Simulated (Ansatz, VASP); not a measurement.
## Si15Mo: VASP beside Ansatz

```
CELL_PARAMETERS angstrom
0.00000 5.43700 5.43700
5.43700 0.00000 5.43700
5.43700 5.43700 0.00000
ATOMIC_POSITIONS crystal
Mo 0.99935 0.99859 0.00156
Si 0.99806 0.99798 0.50232
Si 0.99824 0.50015 0.99915
Si 0.99814 0.50095 0.50151
Si 0.50097 0.99766 0.99953
Si 0.50008 0.99795 0.50265
Si 0.50129 0.50011 0.99926
Si 0.49946 0.49910 0.50077
Si 0.12839 0.12759 0.12972
Si 0.12742 0.12829 0.61532
Si 0.12874 0.61242 0.12895
Si 0.12528 0.62402 0.62523
Si 0.61316 0.12753 0.13005
Si 0.62412 0.12491 0.62560
Si 0.62430 0.62371 0.12659
Si 0.62419 0.62399 0.62533
```

Alike in both runs: task single point; functional PBEsol; k mesh 3 × 3 × 3; occupations gaussian, width 0.05 eV; collinear spin.

```csv
,VASP,Ansatz
version,VASP 6.6.1,Ansatz 0.2.0
potentials or method,"VASP PAW PBE potentials, release 64 (Mo_sv, Si), cutoff 520 eV","scalar-relativistic, plane waves, PAW"
valence electrons in the cell,74,74
```

```csv
,VASP,Ansatz,Ansatz less VASP
gap on the k mesh at the Fermi level (eV),none,none,-
pressure (GPa),1.1,1.0,-0.10
rms of the force components (eV/Å),0.096,0.098,+0.0026
net moment per atom (μB),0.10,0.10,0.000
size of the moment on the site where the two differ most (μB),1.17,0.90,-0.264
```

VASP's potentials were made for PBE, not for PBEsol. Site moments also hang on the region over which each program counts them. Atom by atom the forces differ by 0.003 eV/Å (rms over components). A gap of «none» marks a metal or a gap that the smearing closes. The functional is the same, so the differences come from potentials, cutoffs and numerics.
